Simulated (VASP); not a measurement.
# H2 in VASP: single point with HSE06

Aim: the single point of H2 with HSE06.

Program: VASP 6.6.1. These are calculated values, not measurements. Logs are shortened: lines on timing, memory, paths and dates and some standing lists are left out, and cuts for length are marked.

## (1) The cell of the first run

The cell holds a molecule in a box, 2 atoms: a = 10.000 Å, b = 10.500 Å, c = 11.000 Å, α = 90.00°, β = 90.00°, γ = 90.00°.

## (2) Single point, HSE06

Contents of POSCAR:

```
H
1.0
   10.0000000000      0.0000000000      0.0000000000
    0.0000000000     10.5000000000      0.0000000000
    0.0000000000      0.0000000000     11.0000000000
H
2
Direct
    0.0000000000      0.0000000000      0.0000000000
    0.0000000000      0.0000000000      0.0681818182
```

Contents of INCAR.step1:

```
PREC = Accurate
ENCUT = 400
EDIFF = 1E-5
ISMEAR = 0
SIGMA = 0.01
LREAL = False
LASPH = True
NELM = 120
ALGO = Normal
ISIF = 2
LWAVE = True
LCHARG = False
NBANDS = 8
GGA = PE
GGA_COMPAT = False
NELMDL = -8
```

Contents of INCAR.step2:

```
PREC = Accurate
ENCUT = 400
EDIFF = 1E-6
ISMEAR = 0
SIGMA = 0.01
LREAL = False
LASPH = True
NELM = 120
ALGO = Normal
ISIF = 2
LWAVE = False
LCHARG = False
GGA = PE
LHFCALC = True
HFSCREEN = 0.2079
PRECFOCK = Normal
NBANDS = 8
ISTART = 1
GGA_COMPAT = False
```

Contents of KPOINTS:

```
regular mesh
0
Gamma
  1 1 1
```

Potentials or basis: VASP PAW PBE potentials, release 64 (H).

Command:

```
> cat potpaw_PBE.64/H/POTCAR > POTCAR
> cp INCAR.step1 INCAR
> mpirun -np 1 vasp_gam > vasp.out
> cp INCAR.step2 INCAR
> mpirun -np 1 vasp_gam > vasp.out
```

OUTCAR:

```text
PREC = Accurate
   ENCUT = 400
   EDIFF = 1E-6
   ISMEAR = 0
   LREAL = False
   LASPH = True
   NELM = 120
   ISIF = 2
   GGA = PE
   LHFCALC = True
   HFSCREEN = 0.2079
   PRECFOCK = Normal
   ISTART = 1

 ion  position               nearest neighbor table
   1  0.000  0.000  0.000-   2 0.75
   2  0.000  0.000  0.068-   1 0.75

  LATTYP: Found a simple orthorhombic cell.
 ALAT       =    10.0000000000
 B/A-ratio  =     1.0500000000
 C/A-ratio  =     1.1000000000

  Lattice vectors:

 A1 = (  10.0000000000,   0.0000000000,   0.0000000000)
 A2 = (   0.0000000000,  10.5000000000,   0.0000000000)
 A3 = (   0.0000000000,   0.0000000000,  11.0000000000)

Analysis of symmetry for initial positions (statically):
=====================================================================
 Subroutine PRICEL returns:
 Original cell was already a primitive cell.

 Routine SETGRP: Setting up the symmetry group for a
 simple orthorhombic supercell.

 Subroutine GETGRP returns: Found  8 space group operations
 (whereof  4 operations were pure point group operations)
 out of a pool of  8 trial point group operations.

The static configuration has the point symmetry C_2v.
 The point group associated with its full space group is D_2h.

Analysis of symmetry for dynamics (positions and initial velocities):
=====================================================================
 Subroutine PRICEL returns:
 Original cell was already a primitive cell.

 Routine SETGRP: Setting up the symmetry group for a
 simple orthorhombic supercell.

 Subroutine GETGRP returns: Found  8 space group operations
 (whereof  4 operations were pure point group operations)
 out of a pool of  8 trial point group operations.

The dynamic configuration has the point symmetry C_2v.
 The point group associated with its full space group is D_2h.

 Subroutine INISYM returns: Found  8 space group operations
 (whereof  4 operations are pure point group operations),
 and found     1 'primitive' translations

----------------------------------------------------------------------------------------

                                     Primitive cell

  volume of cell :    1155.0000

  direct lattice vectors                    reciprocal lattice vectors
    10.000000000  0.000000000  0.000000000     0.100000000  0.000000000  0.000000000
     0.000000000 10.500000000  0.000000000     0.000000000  0.095238095  0.000000000
     0.000000000  0.000000000 11.000000000     0.000000000  0.000000000  0.090909091

  length of vectors
    10.000000000 10.500000000 11.000000000     0.100000000  0.095238095  0.090909091

  position of ions in fractional coordinates (direct lattice)
     0.000000000  0.000000000  0.000000000
     0.000000000  0.000000000  0.068181818

  ion indices of the primitive-cell ions
   primitive index   ion index
                 1           1
                 2           2

----------------------------------------------------------------------------------------

 KPOINTS: regular mesh

Automatic generation of k-mesh.
 Grid dimensions read from file:
 generate k-points for:    1    1    1

 Generating k-lattice:

  Cartesian coordinates                     Fractional coordinates (reciprocal lattice)
     0.100000000  0.000000000  0.000000000     1.000000000  0.000000000  0.000000000
     0.000000000  0.095238095  0.000000000     0.000000000  1.000000000  0.000000000
     0.000000000  0.000000000  0.090909091     0.000000000  0.000000000  1.000000000

  Length of vectors
     0.100000000  0.095238095  0.090909091

  Shift w.r.t. Gamma in fractional coordinates (k-lattice)
     0.000000000  0.000000000  0.000000000

 Subroutine IBZKPT returns following result:
 ===========================================

 Found      1 irreducible k-points:

 Following reciprocal coordinates:
            Coordinates               Weight
  0.000000  0.000000  0.000000      1.000000
   k-points           NKPTS =      1   k-points in BZ     NKDIM =      1   number of bands    NBANDS=      8
   number of dos      NEDOS =    301   number of ions     NIONS =      2
   total plane-waves  NPLWV = 352800
   dimension x,y,z NGX =    70 NGY =   70 NGZ =   72
   dimension x,y,z NGXF=   140 NGYF=  140 NGZF=  144
   ions per type =               2
   NGX,Y,Z   is equivalent  to a cutoff of  11.64, 11.08, 10.88 a.u.
   NGXF,Y,Z  is equivalent  to a cutoff of  23.27, 22.17, 21.76 a.u.
 SYSTEM =  unknown system
   PREC   = accura    normal or accurate (medium, high low for compatibility)
   ISTART =      1    job   : 0-new  1-cont  2-samecut
   ICHARG =      0    charge: 1-file 2-atom 10-const
   ISPIN  =      1    spin polarized calculation?
   LNONCOLLINEAR =      F non collinear calculations
   LSORBIT =      F    spin-orbit coupling
   LASPH  =      T    aspherical Exc in radial PAW
   ENCUT  =  400.0 eV  29.40 Ry    5.42 a.u.  16.31 17.12 17.94*2*pi/ulx,y,z
   NELM   =    120;   NELMIN=  2; NELMDL=  0     # of ELM steps
   EDIFF  = 0.1E-05   stopping-criterion for ELM
   LREAL  =      F    real-space projection
   EDIFFG = 0.1E-04   stopping-criterion for IOM
   NSW    =      0    number of steps for IOM
   IBRION =     -1    ionic relax: 0-MD 1-quasi-New 2-CG
   NFREE  =      0    steps in history (QN), initial steepest desc. (CG)
   ISIF   =      2    stress and relaxation
   ISYM   =      3    0-nonsym 1-usesym 2-fastsym
   POTIM  = 0.5000    time-step for ionic-motion
   TEBEG  =    0.0;   TEEND  =   0.0 temperature during run
   PSTRESS=    0.0 pullay stress
   NELECT =       2.0000    total number of electrons
   NUPDOWN=      -1.0000    fix difference up-down
   EMIN   =  10.00;   EMAX   =-10.00  energy-range for DOS
   EFERMI =   0.00;   METHOD = LEGACY
   ISMEAR =     0;   SIGMA  =   0.01  broadening in eV -4-tet -1-fermi 0-gaus
   EFERMI_NEDOS =   21; number of points for ismear=-14 and -15
   IALGO  =     38    algorithm
   IMIX   =      1    mixing-type and parameters
     AMIX     =   0.40;   BMIX     =  1.00
     AMIX_MAG =   1.60;   BMIX_MAG =  1.00
  volume/ion in A,a.u.               =     577.50      3897.16
  Fermi-wavevector in a.u.,A,eV,Ry     =   0.196588  0.371498  0.525823  0.038647
  Thomas-Fermi vector in A             =   0.945437
   LORBIT       =      0    0 simple, 1 ext, 2 COOP (PROOUT), +10 PAW based schemes
   GGA     = PE    functional components
   LHFCALC =     T    Hartree Fock is set to
   PRECFOCK=normal    Normal, Fast or Accurate (Low or Medium for compatibility)
   ENCUT4O =  -1.0   cutoff for four orbital integrals eV
   NKREDX  =     1    reduce k-point grid by
   NKREDY  =     1    reduce k-point grid by
   NKREDZ  =     1    reduce k-point grid by
   AEXX    =    0.2500 exact exchange contribution
   HFSCREEN=    0.2079 screening length (either q_TF or 0.3 A-1)
   HFSCREENC=   0.2079 screening length for correlation (either q_TF or 0.3 A-1)
   ENCUTFOCK=  -1.0 apply spherical cutoff to Coloumb kernel
   IVDW    =     0    specifies the selected vdW correction
   LEPSILON=     F    determine dielectric tensor
   LRPA    =     F    only Hartree local field effects (RPA)
 non-spin polarized calculation
 Gauss-broadening in eV      SIGMA  =   0.01
  energy-cutoff  :      400.00
  volume of cell :     1155.00
 maximum number of plane-waves:     10477
 NGX is ok and might be reduce to    70
  NGX = 50; NGY = 54; NGZ = 54

 number of electron       1.9999999 magnetization

 Free energy of the ion-electron system (eV)
  ---------------------------------------------------
  ext. energy  EPLUGINS =         0.00000000
  ---------------------------------------------------
  free energy    TOTEN  =        -7.80781912 eV

  energy without entropy =       -7.80781912  energy(sigma->0) =       -7.80781912

 E-fermi : -11.4344     XC(G=0):  -0.3974

 val. band max:      -11.5102940446   @ k =   0.0000   0.0000   0.0000
 cond. band min:      -0.2171426826   @ k =   0.0000   0.0000   0.0000
 fundamental gap:     11.2931513619
 Fermi energy:       -11.4344459204

 k-point     1 :       0.0000    0.0000    0.0000
  band No.  band energies     occupation
      1     -11.5103      2.00000
      2      -0.2171      0.00000
      3       0.4734      0.00000
      4       0.8965      0.00000
      5       1.0028      0.00000
      6       1.0554      0.00000
      7       1.1719      0.00000
      8       1.3091      0.00000

------------------------ aborting loop because EDIFF is reached ----------------------------------------

  FORCE on cell =-STRESS in cart. coord.  units (eV):
  Direction    XX          YY          ZZ          XY          YZ          ZX
  --------------------------------------------------------------------------------------
  -------------------------------------------------------------------------------------
  Total       -0.1111172     -0.1135246     -0.2712466      0.0000000      0.0000000      0.0000000
  in kB       -0.1541381     -0.1574775     -0.3762642      0.0000000      0.0000000      0.0000000
  external PRESSURE =      -0.2292933 kB  Pullay stress =       0.0000000 kB

 VOLUME and BASIS-vectors are now :
 -----------------------------------------------------------------------------
  energy-cutoff  :      400.00
  volume of cell :     1155.00
      direct lattice vectors                 reciprocal lattice vectors
    10.000000000  0.000000000  0.000000000     0.100000000  0.000000000  0.000000000
     0.000000000 10.500000000  0.000000000     0.000000000  0.095238095  0.000000000
     0.000000000  0.000000000 11.000000000     0.000000000  0.000000000  0.090909091

 POSITION                                       TOTAL-FORCE (eV/Angst)
 -----------------------------------------------------------------------------------
      0.00000      0.00000      0.00000         0.000000      0.000000      0.169131
      0.00000      0.00000      0.75000         0.000000      0.000000     -0.169131
 -----------------------------------------------------------------------------------
    total drift:                                0.000000      0.000000     -0.000002

  FREE ENERGIE OF THE ION-ELECTRON SYSTEM (eV)
  ---------------------------------------------------
  free  energy   TOTEN  =        -7.8078191181 eV

  energy  without entropy=       -7.8078191181  energy(sigma->0) =       -7.80781912
```

It took 73 s on 1 thread of Intel Xeon Platinum 8559C (Emerald Rapids), shared host; peak memory 0.75 GiB.

Results:

* Free energy: -7.8078 eV
* Largest force: 0.169 eV/Å
* Gap between the frontier levels: 11.29 eV

Forces in eV/Å, atoms in the order of the input:
```
H    0.000  0.000  0.169
H    0.000  0.000 -0.169
```

Levels at points of the mesh, in eV from the valence-band top:
| k point | band 1 | band 2 | band 3 | band 4 |
| --- | --- | --- | --- | --- |
| (0.00, 0.00, 0.00) | 0.00 | 11.29 | 11.98 | 12.41 |

Caveat: the PAW data sets were made with another functional, which shifts forces and pressure a little.
